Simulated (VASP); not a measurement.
# C (Fd-3m) in VASP: settings compared, part 3 of 3

VASP 6.6.1. The steps go on from the part before.

**6. Single point, PBE**

This run uses another cell than the first one, of 5.67 Å³/atom, 1.010 times its volume.

INCAR

```
PREC = Accurate
ENCUT = 520
EDIFF = 1E-6
ISMEAR = -1
SIGMA = 0.01
LREAL = F
LASPH = T
NELM = 60
ALGO = Normal
ISIF = 2
LWAVE = F
LCHARG = F
GGA = PE
NBANDS = 11
```

KPOINTS

```
Automatic mesh
0
Gamma
  13 13 13
```

POSCAR

```
C
1.0
    0.0000000000      1.7833700000      1.7833700000
    1.7833700000      0.0000000000      1.7833700000
    1.7833700000      1.7833700000      0.0000000000
C
2
Direct
    0.7500000000      0.7500000000      0.7500000000
    0.5000000000      0.5000000000      0.5000000000
```

Potentials or basis: VASP PAW PBE potentials, release 64 (C).

Run with:

```console
$ cat potpaw_PBE.64/C/POTCAR > POTCAR
$ mpirun -np 1 vasp_std > vasp.out
```

OUTCAR:

```text
PREC = Accurate
   ENCUT = 520
   EDIFF = 1E-6
   ISMEAR = -1
   LREAL = F
   LASPH = T
   NELM = 60
   ISIF = 2
   GGA = PE

 ion  position               nearest neighbor table
   1  0.750  0.750  0.750-   2 1.54   2 1.54   2 1.54   2 1.54
   2  0.500  0.500  0.500-   1 1.54   1 1.54   1 1.54   1 1.54

  LATTYP: Found a face centered cubic cell.
 ALAT       =     3.5667400000

  Lattice vectors:

 A1 = (   0.0000000000,   1.7833700000,   1.7833700000)
 A2 = (   1.7833700000,   0.0000000000,   1.7833700000)
 A3 = (   1.7833700000,   1.7833700000,   0.0000000000)

Analysis of symmetry for initial positions (statically):
=====================================================================
 Subroutine PRICEL returns:
 Original cell was already a primitive cell.

 Routine SETGRP: Setting up the symmetry group for a
 face centered cubic supercell.

 Subroutine GETGRP returns: Found 48 space group operations
 (whereof 24 operations were pure point group operations)
 out of a pool of 48 trial point group operations.

The static configuration has the point symmetry T_d .
 The point group associated with its full space group is O_h .

Analysis of symmetry for dynamics (positions and initial velocities):
=====================================================================
 Subroutine PRICEL returns:
 Original cell was already a primitive cell.

 Routine SETGRP: Setting up the symmetry group for a
 face centered cubic supercell.

 Subroutine GETGRP returns: Found 48 space group operations
 (whereof 24 operations were pure point group operations)
 out of a pool of 48 trial point group operations.

The dynamic configuration has the point symmetry T_d .
 The point group associated with its full space group is O_h .

 Subroutine INISYM returns: Found 48 space group operations
 (whereof 24 operations are pure point group operations),
 and found     1 'primitive' translations

----------------------------------------------------------------------------------------

                                     Primitive cell

  volume of cell :      11.3437

  direct lattice vectors                    reciprocal lattice vectors
     0.000000000  1.783370000  1.783370000    -0.280368067  0.280368067  0.280368067
     1.783370000  0.000000000  1.783370000     0.280368067 -0.280368067  0.280368067
     1.783370000  1.783370000  0.000000000     0.280368067  0.280368067 -0.280368067

  length of vectors
     2.522066041  2.522066041  2.522066041     0.485611737  0.485611737  0.485611737

  position of ions in fractional coordinates (direct lattice)
     0.750000000  0.750000000  0.750000000
     0.500000000  0.500000000  0.500000000

  ion indices of the primitive-cell ions
   primitive index   ion index
                 1           1
                 2           2

----------------------------------------------------------------------------------------

 KPOINTS: Automatic mesh

Automatic generation of k-mesh.
 Grid dimensions read from file:
 generate k-points for:   13   13   13

 Generating k-lattice:

  Cartesian coordinates                     Fractional coordinates (reciprocal lattice)
    -0.021566774  0.021566774  0.021566774     0.076923077  0.000000000  0.000000000
     0.021566774 -0.021566774  0.021566774     0.000000000  0.076923077  0.000000000
     0.021566774  0.021566774 -0.021566774     0.000000000  0.000000000  0.076923077

  Length of vectors
     0.037354749  0.037354749  0.037354749

  Shift w.r.t. Gamma in fractional coordinates (k-lattice)
     0.000000000  0.000000000  0.000000000

 Subroutine IBZKPT returns following result:
 ===========================================

 Found     84 irreducible k-points:

 Following reciprocal coordinates:
            Coordinates               Weight
  0.000000  0.000000  0.000000      1.000000
  0.076923  0.000000  0.000000      8.000000
  0.153846  0.000000  0.000000      8.000000
  0.230769  0.000000  0.000000      8.000000
  0.307692  0.000000  0.000000      8.000000
  0.384615  0.000000  0.000000      8.000000
[... 16 lines left out ...]
  0.384615  0.153846  0.000000     24.000000
  0.461538  0.153846  0.000000     24.000000
 [... further k-points ...]
   k-points           NKPTS =     84   k-points in BZ     NKDIM =     84   number of bands    NBANDS=     11
   number of dos      NEDOS =    301   number of ions     NIONS =      2
   total plane-waves  NPLWV =   8000
   dimension x,y,z NGX =    20 NGY =   20 NGZ =   20
   dimension x,y,z NGXF=    40 NGYF=   40 NGZF=   40
   ions per type =               2
   NGX,Y,Z   is equivalent  to a cutoff of  13.18, 13.18, 13.18 a.u.
   NGXF,Y,Z  is equivalent  to a cutoff of  26.37, 26.37, 26.37 a.u.
 SYSTEM =  unknown system
   PREC   = accura    normal or accurate (medium, high low for compatibility)
   ISTART =      0    job   : 0-new  1-cont  2-samecut
   ICHARG =      2    charge: 1-file 2-atom 10-const
   ISPIN  =      1    spin polarized calculation?
   LNONCOLLINEAR =      F non collinear calculations
   LSORBIT =      F    spin-orbit coupling
   LASPH  =      T    aspherical Exc in radial PAW
   ENCUT  =  520.0 eV  38.22 Ry    6.18 a.u.   4.69  4.69  4.69*2*pi/ulx,y,z
   NELM   =     60;   NELMIN=  2; NELMDL= -5     # of ELM steps
   EDIFF  = 0.1E-05   stopping-criterion for ELM
   LREAL  =      F    real-space projection
   EDIFFG = 0.1E-04   stopping-criterion for IOM
   NSW    =      0    number of steps for IOM
   IBRION =     -1    ionic relax: 0-MD 1-quasi-New 2-CG
   NFREE  =      0    steps in history (QN), initial steepest desc. (CG)
   ISIF   =      2    stress and relaxation
   ISYM   =      2    0-nonsym 1-usesym 2-fastsym
   POTIM  = 0.5000    time-step for ionic-motion
   TEBEG  =    0.0;   TEEND  =   0.0 temperature during run
   PSTRESS=    0.0 pullay stress
   NELECT =       8.0000    total number of electrons
   NUPDOWN=      -1.0000    fix difference up-down
   EMIN   =  10.00;   EMAX   =-10.00  energy-range for DOS
   EFERMI =   0.00;   METHOD = LEGACY
   ISMEAR =    -1;   SIGMA  =   0.01  broadening in eV -4-tet -1-fermi 0-gaus
   EFERMI_NEDOS =   21; number of points for ismear=-14 and -15
   IALGO  =     38    algorithm
   IMIX   =      4    mixing-type and parameters
     AMIX     =   0.40;   BMIX     =  1.00
     AMIX_MAG =   1.60;   BMIX_MAG =  1.00
  volume/ion in A,a.u.               =       5.67        38.28
  Fermi-wavevector in a.u.,A,eV,Ry     =   1.457203  2.753714 28.891161  2.123440
  Thomas-Fermi vector in A             =   2.574032
   LORBIT       =      0    0 simple, 1 ext, 2 COOP (PROOUT), +10 PAW based schemes
   GGA     = PE    functional components
   LHFCALC =     F    Hartree Fock is set to
   AEXX    =    0.0000 exact exchange contribution
   IVDW    =     0    specifies the selected vdW correction
   LEPSILON=     F    determine dielectric tensor
   LRPA    =     F    only Hartree local field effects (RPA)
 non-spin polarized calculation
  energy-cutoff  :      520.00
  volume of cell :       11.34
 maximum number of plane-waves:       322
   NGX =  9   NGY =  9   NGZ =  9

 number of electron       7.9999999 magnetization

 Free energy of the ion-electron system (eV)
  ---------------------------------------------------
  ext. energy  EPLUGINS =         0.00000000
  ---------------------------------------------------
  free energy    TOTEN  =       -18.18525573 eV

  energy without entropy =      -18.18525573  energy(sigma->0) =      -18.18525573

 E-fermi :  10.0893     XC(G=0): -13.2509

 val. band max:        9.7301062733   @ k =   0.0000   0.0000   0.0000
 cond. band min:      13.8718908178   @ k =   0.3846   0.3846   0.0000
 fundamental gap:      4.1417845444
 Fermi energy:        10.0892587836

 k-point     1 :       0.0000    0.0000    0.0000
  band No.  band energies     occupation
      1     -11.7473      2.00000
      2       9.7301      2.00000
      3       9.7301      2.00000
      4       9.7301      2.00000
      5      15.3200      0.00000
      6      15.3200      0.00000
      7      15.3200      0.00000
      8      23.0620      0.00000
      9      29.0239      0.00000
     10      36.2645      0.00000
     11      36.2645      0.00000
[... 309 lines left out ...]
 k-point    24 :       0.4615    0.1538    0.0000
  band No.  band energies     occupation
      1      -6.7339      2.00000
      2      -1.5075      2.00000
      3       5.2987      2.00000
      4       5.8280      2.00000
      5      16.8132      0.00000
      6      20.3145      0.00000
      7      20.6233      0.00000
      8      23.6483      0.00000
      9      30.3377      0.00000
     10      33.0166      0.00000
     11      36.8014      0.00000

 [... further k-points ...]
[... 5 lines left out ...]
  --------------------------------------------------------------------------------------
  -------------------------------------------------------------------------------------
  Total        0.1739825      0.1739825      0.1739825     -0.0000000      0.0000000      0.0000000
  in kB       24.5732070     24.5732070     24.5732070     -0.0000000      0.0000000      0.0000000
  external PRESSURE =      24.5732070 kB  Pullay stress =       0.0000000 kB

 VOLUME and BASIS-vectors are now :
 -----------------------------------------------------------------------------
  energy-cutoff  :      520.00
  volume of cell :       11.34
      direct lattice vectors                 reciprocal lattice vectors
     0.000000000  1.783370000  1.783370000    -0.280368067  0.280368067  0.280368067
     1.783370000  0.000000000  1.783370000     0.280368067 -0.280368067  0.280368067
     1.783370000  1.783370000  0.000000000     0.280368067  0.280368067 -0.280368067

 POSITION                                       TOTAL-FORCE (eV/Angst)
 -----------------------------------------------------------------------------------
      2.67505      2.67505      2.67505         0.000000      0.000000      0.000000
      1.78337      1.78337      1.78337        -0.000000     -0.000000     -0.000000
 -----------------------------------------------------------------------------------
    total drift:                                0.000000     -0.000000      0.000000

  FREE ENERGIE OF THE ION-ELECTRON SYSTEM (eV)
  ---------------------------------------------------
  free  energy   TOTEN  =       -18.1852557273 eV

  energy  without entropy=      -18.1852557273  energy(sigma->0) =      -18.18525573
```

OSZICAR:

```text
N       E                     dE             d eps       ncg     rms          rms(c)
DAV:   1     0.867264404164E+00    0.86726E+00   -0.46989E+03  1915   0.697E+02
DAV:   2    -0.184496570181E+02   -0.19317E+02   -0.18804E+02  2422   0.128E+02
DAV:   3    -0.188234910507E+02   -0.37383E+00   -0.37283E+00  2154   0.136E+01
DAV:   4    -0.188241061477E+02   -0.61510E-03   -0.61508E-03  1999   0.697E-01
DAV:   5    -0.188241068257E+02   -0.67799E-06   -0.67765E-06  2167   0.222E-02    0.556E+00
DAV:   6    -0.183447185075E+02    0.47939E+00   -0.25034E-01  1887   0.352E+00    0.332E+00
DAV:   7    -0.181833784923E+02    0.16134E+00   -0.30670E-01  2007   0.395E+00    0.758E-01
DAV:   8    -0.181851940500E+02   -0.18156E-02   -0.85971E-03  1944   0.692E-01    0.436E-02
DAV:   9    -0.181852349715E+02   -0.40921E-04   -0.61831E-05  2204   0.633E-02    0.246E-02
DAV:  10    -0.181852556557E+02   -0.20684E-04   -0.15538E-05  1962   0.347E-02    0.536E-03
DAV:  11    -0.181852557273E+02   -0.71589E-07   -0.24983E-07  1665   0.458E-03
   1 F= -.18185256E+02 E0= -.18185256E+02  d E =-.224634E-18
```

stdout:

```text
POSCAR found type information on POSCAR C
 POSCAR found :  1 types and       2 ions
 scaLAPACK will be used
 LDA part: xc-table for (Slater+PW92), standard interpolation
 POSCAR, INCAR and KPOINTS ok, starting setup
 FFT: planning ... GRIDC
 FFT: planning ... GRID_SOFT
 FFT: planning ... GRID
 WAVECAR not read
 entering main loop
```

Wall time 26 s (1 thread of AMD EPYC 7R13, shared host); peak memory 0.09 GiB.

What came out:

| Quantity | Value |
| --- | --- |
| Free energy | -18.1853 eV |
| Pressure | 2.5 GPa |
| Band gap on the k mesh | 4.14 eV, indirect (least direct gap 5.59 eV) |

A k mesh can miss the band edges. A hybrid or GW would open this gap; PBE tends to underestimate it.

**7. Summary**

```tsv
task	level	potentials or basis	cell	k mesh	cutoff (eV)	smearing	second run	gap on the mesh (eV)	pressure (GPa)
single point	r2SCAN+D4	VASP PAW PBE potentials, release 64 (C)	a = 2.513 Å, angles 60.0°, 2 atoms	13 × 13 × 13	660	fermi-dirac 0.05 eV	-	4.36	0.2
relaxation of cell and atoms	r2SCAN+D4	VASP PAW PBE potentials, release 64 (C)	relaxed from a = 2.522 Å, angles 60.0°, 2 atoms	13 × 13 × 13	660	fermi-dirac 0.05 eV	-	4.36	0.0
single point	LDA	VASP PAW LDA potentials, release 64 (C_h)	a = 2.522 Å, angles 60.0°, 2 atoms	7 × 7 × 7	910	fermi-dirac 0.05 eV	hard_potentials	4.22	-12.5
single point	PBEsol+D4	VASP PAW PBE potentials, release 64 (C_h)	a = 2.522 Å, angles 60.0°, 2 atoms	13 × 13 × 13	910	fermi-dirac 0.05 eV	hard_potentials	4.02	-7.8
single point	PBE	VASP PAW PBE potentials, release 64 (C)	a = 2.522 Å, angles 60.0°, 2 atoms	13 × 13 × 13	520	fermi-dirac 0.01 eV	-	4.14	2.5
```

Alike in all rows: no spin polarisation.

Caveats: some runs use coarse meshes; the PAW data sets were made with another functional, which shifts forces and pressure a little (some runs); the cutoff is under 1.25 times the usual one of these potentials, so pressure, stress and relaxed cells hold a basis-set (Pulay) error (some runs).

Absolute energies hang on the potentials; compare differences alone.

**8. Comparison with measurements**

Step 3. The cell as given is a measured one (5.67 Å³/atom); r2SCAN+D4 puts the equilibrium volume -1.0 % from it, thermal expansion not counted.
